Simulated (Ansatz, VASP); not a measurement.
# Two plane-wave programs on Sb

File INCAR:

```
SYSTEM = Sb
ALGO     = Normal         ! electronic algorithm
EDIFF    = 1E-6           ! SCF threshold, eV
EDIFFG   = -0.01          ! ionic threshold
ENCUT    = 600            ! plane-wave cutoff, eV
GGA      = PE             ! functional
IBRION   = 2              ! ionic algorithm
ISIF     = 3              ! what is computed and relaxed
ISMEAR   = 0              ! smearing method
LASPH    = .TRUE.         ! aspherical terms in the spheres
LCHARG   = .FALSE.        ! write CHGCAR
LREAL    = .FALSE.        ! projectors in reciprocal space
LWAVE    = .FALSE.        ! write WAVECAR
NELM     = 80             ! most SCF steps
NSW      = 100            ! ionic steps
PREC     = Accurate       ! precision mode
SIGMA    = 0.1            ! smearing width, eV
```

File KPOINTS:

```
k-points
0
G
  18 18 18
  0 0 0
```

Contents of POSCAR:

```
Sb
1.0
    3.1235520184      0.0000000000      0.0000000000
    0.0000000000      3.1235520184      0.0000000000
    0.0000000000      0.0000000000      3.1235520184
Sb
1
Direct
    0.5000000000      0.5000000000      0.5000000000
```

Input for Ansatz:

```yaml
crystal:
  lattice:
    - [3.1235520184, 0.0, 0.0]
    - [0.0, 3.1235520184, 0.0]
    - [0.0, 0.0, 3.1235520184]
  atoms:
    - { symbol: Sb, position: [0.5, 0.5, 0.5] }
basis:
  ecutwfc: 420
kpoints:
  mp_grid: { grid: [18, 18, 18] }
hamiltonian:
  xc: pbe
scf:
  occupations: { method: gaussian, width: 0.1 }
output:
  forces: true
  stress: true
  eigenvalues: true
  write_density: true
  write_potential: true
  elf: true
  volumetric_format: npy
relax:
  adjacent_minimum: "off"
  f_tol: 0.01
  max_steps: 80
  cell: { stress_tol: 0.05 }
```

Alike in both runs: task relaxation of cell and atoms; functional PBE; k mesh 18 × 18 × 18; occupations gaussian, width 0.1 eV; no spin polarisation.

|  | VASP | Ansatz |
| --- | --- | --- |
| version | VASP 6.6.1 | Ansatz 0.2.0 |
| potentials or method | VASP PAW PBE potentials, release 64 (Sb), cutoff 600 eV | scalar-relativistic, plane waves, PAW |
| valence electrons in the cell | 5 | 15 |

```tsv
	VASP	Ansatz	Ansatz less VASP
gap on the k mesh at the Fermi level, each at its own relaxed structure (eV)	none	none	-
relaxed volume (Å³/atom)	30.05	30.07	+0.021
relaxed length of the cell vector where the two differ most in proportion (Å)	3.109	3.110	+0.0007
```

A gap of «none» marks a metal or a gap that the smearing closes. VASP's potentials hold 5 valence electrons a cell and Ansatz's 15, so a difference there can come from the potentials and not from the codes.

Neither program's run includes spin-orbit coupling.
